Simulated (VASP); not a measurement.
# MgO (CsCl type) (Pm-3m) in VASP: a series of runs, part 2 of 2

VASP 6.6.1.

### 3 Relaxation of cell and atoms, PBE, target pressure 500 GPa, at which the enthalpy is minimised

This run uses another cell than the first one, of 4.56 Å³/atom, 1.040 times its volume.

The input, INCAR:

```
SYSTEM = MgO
ALGO     = Normal         ! electronic algorithm
EDIFF    = 1E-7           ! SCF threshold, eV
EDIFFG   = -0.001         ! ionic threshold
ENCUT    = 600            ! plane-wave cutoff, eV
GGA      = PE             ! functional
GGA_COMPAT= .FALSE.      
IBRION   = 2              ! ionic algorithm
ISIF     = 3              ! what is computed and relaxed
ISMEAR   = 0              ! smearing method
LASPH    = .TRUE.         ! aspherical terms in the spheres
LCHARG   = .FALSE.        ! write CHGCAR
LREAL    = .FALSE.        ! projectors in reciprocal space
LWAVE    = .FALSE.        ! write WAVECAR
NELM     = 120            ! most SCF steps
NELMIN   = 4            
NSW      = 80             ! ionic steps
PREC     = Accurate       ! precision mode
PSTRESS  = 5000.0       
SIGMA    = 0.01           ! smearing width, eV
```

The input, KPOINTS:

```
k-points
0
G
  8 8 8
  0 0 0
```

The input, POSCAR:

```
MgO
1.0
    2.0900000000      0.0000000000      0.0000000000
    0.0000000000      2.0900000000      0.0000000000
    0.0000000000      0.0000000000      2.0900000000
Mg O
1 1
Direct
    0.0000000000      0.0000000000      0.0000000000
    0.5000000000      0.5000000000      0.5000000000
```

Potentials or basis: VASP PAW PBE potentials, release 64 (Mg, O).

Started as:

```
> cat potpaw_PBE.64/Mg/POTCAR potpaw_PBE.64/O/POTCAR > POTCAR
> mpirun -np 1 vasp_std > vasp.out
```

OUTCAR:

```text
SYSTEM = MgO
   EDIFF = 1E-7
   EDIFFG = -0.001
   ENCUT = 600
   GGA = PE
   IBRION = 2
   ISIF = 3
   ISMEAR = 0
   LASPH = .TRUE.
   LREAL = .FALSE.
   NELM = 120
   NELMIN = 4
   NSW = 80
   PREC = Accurate
   PSTRESS = 5000.0

 ion  position               nearest neighbor table
   1  0.000  0.000  0.000-   2 1.81   2 1.81   2 1.81   2 1.81   2 1.81   2 1.81   2 1.81   2 1.81

   2  0.500  0.500  0.500-   1 1.81   1 1.81   1 1.81   1 1.81   1 1.81   1 1.81   1 1.81   1 1.81

  LATTYP: Found a simple cubic cell.
 ALAT       =     2.0900000000

  Lattice vectors:

 A1 = (   2.0900000000,   0.0000000000,   0.0000000000)
 A2 = (   0.0000000000,   2.0900000000,   0.0000000000)
 A3 = (   0.0000000000,   0.0000000000,   2.0900000000)

Analysis of symmetry for initial positions (statically):
=====================================================================
 Subroutine PRICEL returns:
 Original cell was already a primitive cell.

 Routine SETGRP: Setting up the symmetry group for a
 simple cubic supercell.

 Subroutine GETGRP returns: Found 48 space group operations
 (whereof 48 operations were pure point group operations)
 out of a pool of 48 trial point group operations.

The static configuration has the point symmetry O_h .

Analysis of symmetry for dynamics (positions and initial velocities):
=====================================================================
 Subroutine PRICEL returns:
 Original cell was already a primitive cell.

 Routine SETGRP: Setting up the symmetry group for a
 simple cubic supercell.

 Subroutine GETGRP returns: Found 48 space group operations
 (whereof 48 operations were pure point group operations)
 out of a pool of 48 trial point group operations.

The dynamic configuration has the point symmetry O_h .

 Subroutine INISYM returns: Found 48 space group operations
 (whereof 48 operations are pure point group operations),
 and found     1 'primitive' translations

----------------------------------------------------------------------------------------

                                     Primitive cell

  volume of cell :       9.1293

  direct lattice vectors                    reciprocal lattice vectors
     2.090000000  0.000000000  0.000000000     0.478468900  0.000000000  0.000000000
     0.000000000  2.090000000  0.000000000     0.000000000  0.478468900  0.000000000
     0.000000000  0.000000000  2.090000000     0.000000000  0.000000000  0.478468900

  length of vectors
     2.090000000  2.090000000  2.090000000     0.478468900  0.478468900  0.478468900

  position of ions in fractional coordinates (direct lattice)
     0.000000000  0.000000000  0.000000000
     0.500000000  0.500000000  0.500000000

  ion indices of the primitive-cell ions
   primitive index   ion index
                 1           1
                 2           2

----------------------------------------------------------------------------------------

 KPOINTS: k-points

Automatic generation of k-mesh.
[... 25 lines left out ...]
  0.250000  0.000000  0.000000      6.000000
  0.375000  0.000000  0.000000      6.000000
  0.500000  0.000000  0.000000      3.000000
  0.125000  0.125000  0.000000     12.000000
[... 16 lines left out ...]
  0.375000  0.375000  0.125000     24.000000
  0.500000  0.375000  0.125000     24.000000
 [... further k-points ...]
   k-points           NKPTS =     35   k-points in BZ     NKDIM =     35   number of bands    NBANDS=      8
   number of dos      NEDOS =    301   number of ions     NIONS =      2
   total plane-waves  NPLWV =   5832
   dimension x,y,z NGX =    18 NGY =   18 NGZ =   18
   dimension x,y,z NGXF=    36 NGYF=   36 NGZF=   36
   ions per type =               1   1
   NGX,Y,Z   is equivalent  to a cutoff of  14.32, 14.32, 14.32 a.u.
   NGXF,Y,Z  is equivalent  to a cutoff of  28.64, 28.64, 28.64 a.u.
 SYSTEM =  MgO
   PREC   = accura    normal or accurate (medium, high low for compatibility)
   ISTART =      0    job   : 0-new  1-cont  2-samecut
   ICHARG =      2    charge: 1-file 2-atom 10-const
   ISPIN  =      1    spin polarized calculation?
   LNONCOLLINEAR =      F non collinear calculations
   LSORBIT =      F    spin-orbit coupling
   LASPH  =      T    aspherical Exc in radial PAW
   ENCUT  =  600.0 eV  44.10 Ry    6.64 a.u.   4.17  4.17  4.17*2*pi/ulx,y,z
   NELM   =    120;   NELMIN=  4; NELMDL= -5     # of ELM steps
   EDIFF  = 0.1E-06   stopping-criterion for ELM
   LREAL  =      F    real-space projection
   EDIFFG = -.1E-02   stopping-criterion for IOM
   NSW    =     80    number of steps for IOM
   IBRION =      2    ionic relax: 0-MD 1-quasi-New 2-CG
   NFREE  =      1    steps in history (QN), initial steepest desc. (CG)
   ISIF   =      3    stress and relaxation
   ISYM   =      2    0-nonsym 1-usesym 2-fastsym
   POTIM  = 0.5000    time-step for ionic-motion
   TEBEG  =    0.0;   TEEND  =   0.0 temperature during run
   PSTRESS= 5000.0 pullay stress
   NELECT =       8.0000    total number of electrons
   NUPDOWN=      -1.0000    fix difference up-down
   EMIN   =  10.00;   EMAX   =-10.00  energy-range for DOS
   EFERMI =   0.00;   METHOD = LEGACY
   ISMEAR =     0;   SIGMA  =   0.01  broadening in eV -4-tet -1-fermi 0-gaus
   EFERMI_NEDOS =   21; number of points for ismear=-14 and -15
   IALGO  =     38    algorithm
   IMIX   =      4    mixing-type and parameters
     AMIX     =   0.40;   BMIX     =  1.00
     AMIX_MAG =   1.60;   BMIX_MAG =  1.00
  volume/ion in A,a.u.               =       4.56        30.80
  Fermi-wavevector in a.u.,A,eV,Ry     =   1.566602  2.960448 33.391966  2.454240
  Thomas-Fermi vector in A             =   2.668905
   LORBIT       =      0    0 simple, 1 ext, 2 COOP (PROOUT), +10 PAW based schemes
   GGA     = PE    functional components
   LHFCALC =     F    Hartree Fock is set to
   AEXX    =    0.0000 exact exchange contribution
   IVDW    =     0    specifies the selected vdW correction
   LEPSILON=     F    determine dielectric tensor
   LRPA    =     F    only Hartree local field effects (RPA)
 conjugate gradient relaxation of ions
 non-spin polarized calculation
 Gauss-broadening in eV      SIGMA  =   0.01
  energy-cutoff  :      600.00
  volume of cell :        9.13
 maximum number of plane-waves:       320
 NGX is ok and might be reduce to    18
   NGX =  9   NGY =  9   NGZ =  9

--------------------------------------- Ionic step        1  -------------------------------------------

 number of electron       8.0000002 magnetization

 Free energy of the ion-electron system (eV)
  ---------------------------------------------------
  ext. energy  EPLUGINS =         0.00000000
  ---------------------------------------------------
  free energy    TOTEN  =        -3.20724284 eV

  energy without entropy =       -3.20724284  energy(sigma->0) =       -3.20724284

------------------------ aborting loop because EDIFF is reached ----------------------------------------

  FORCE on cell =-STRESS in cart. coord.  units (eV):
  Direction    XX          YY          ZZ          XY          YZ          ZX
  --------------------------------------------------------------------------------------
  -------------------------------------------------------------------------------------
  Total       25.3788263     25.3788263     25.3788263      0.0000000      0.0000000      0.0000000
  in kB     4453.9286692   4453.9286692   4453.9286692      0.0000000      0.0000000      0.0000000
  external PRESSURE =    -546.0713308 kB  Pullay stress =    5000.0000000 kB
[... 215 lines left out ...]
--------------------------------------- Ionic step        7  -------------------------------------------

 number of electron       7.9999995 magnetization

 Free energy of the ion-electron system (eV)
  ---------------------------------------------------
  ext. energy  EPLUGINS =         0.00000000
  ---------------------------------------------------
  free energy    TOTEN  =        -2.31327899 eV

  energy without entropy =       -2.31327899  energy(sigma->0) =       -2.31327899

 E-fermi :  14.7959     XC(G=0): -15.2836

 val. band max:       14.7039257896   @ k =   0.5000   0.5000   0.0000
 cond. band min:      22.3938855620   @ k =   0.5000   0.5000   0.0000
 fundamental gap:      7.6899597724
 Fermi energy:        14.7958859381

 k-point     1 :       0.0000    0.0000    0.0000
  band No.  band energies     occupation
      1     -10.9896      2.00000
      2      12.6692      2.00000
      3      12.6692      2.00000
      4      12.6692      2.00000
      5      25.3303      0.00000
      6      25.3303      0.00000
      7      28.7715      0.00000
      8      50.7720      0.00000
[... 243 lines left out ...]
 k-point    24 :       0.5000    0.3750    0.1250
  band No.  band energies     occupation
      1      -5.3449      2.00000
      2       4.9007      2.00000
      3       6.4334      2.00000
      4      13.0404      2.00000
      5      24.1341      0.00000
      6      33.4712      0.00000
      7      34.1007      0.00000
      8      37.5444      0.00000

 [... further k-points ...]
[... 5 lines left out ...]
  --------------------------------------------------------------------------------------
  -------------------------------------------------------------------------------------
  Total       27.5451068     27.5451068     27.5451068     -0.0000000     -0.0000000      0.0000000
  in kB     5000.2849863   5000.2849863   5000.2849863     -0.0000000     -0.0000000      0.0000000
  external PRESSURE =       0.2849863 kB  Pullay stress =    5000.0000000 kB
[... 21 lines left out ...]
  energy  without entropy=       -2.3132789879  energy(sigma->0) =       -2.31327899

  enthalpy is  TOTEN    =        25.2302579512 eV   P V=       27.5435369391

 reached required accuracy - stopping structural energy minimisation
```

Run time: 23 s. Hardware: 1 thread of AMD EPYC 7R13, shared host; peak memory 0.1 GiB.

What came out:

```yaml
Free_energy: -2.3133 eV
Relaxed_volume: 4.41 Å³/atom
Relaxed_cell: a = 2.067 Å, b = 2.067 Å, c = 2.067 Å, α = 90.00°, β = 90.00°, γ = 90.00°
Space_group_after_relaxing_to_0.05_Å: Pm-3m (No. 221)
Energy_change_on_relaxing_the_enthalpy_is_what_falls: +447.0 meV/atom
Ionic_steps: 7
Pressure_after_relaxing: 500.0 GPa
Band_gap_on_the_k_mesh: 7.69 eV, direct
```

The path:
| step | energy change (eV) | largest force (eV/Å) | pressure (GPa) | volume (Å³) |
| --- | --- | --- | --- | --- |
| 1 | 0.0000 | 0.0000 | 445.39 | 9.13 |
| 2 | 7.8879 | 0.0000 | 956.52 | 7.22 |
| 3 | 0.8022 | 0.0000 | 494.38 | 8.86 |
| 4 | 0.8825 | 0.0000 | 499.32 | 8.83 |
| 5 | 0.9010 | 0.0000 | 500.46 | 8.82 |
| 6 | 0.8592 | 0.0000 | 497.88 | 8.84 |
| 7 | 0.8940 | 0.0000 | 500.03 | 8.83 |

Final structure:
```
Mg O
1.0
     2.06659    0.00000    0.00000
     0.00000    2.06659    0.00000
     0.00000    0.00000    2.06659
Mg O
1 1
Cartesian
  0.0000 0.0000 0.0000
  1.0333 1.0333 1.0333
```

Caveat: the cell is relaxed towards a set pressure, so the enthalpy falls and the energy may rise. A hybrid or GW would open this gap; PBE tends to underestimate it.
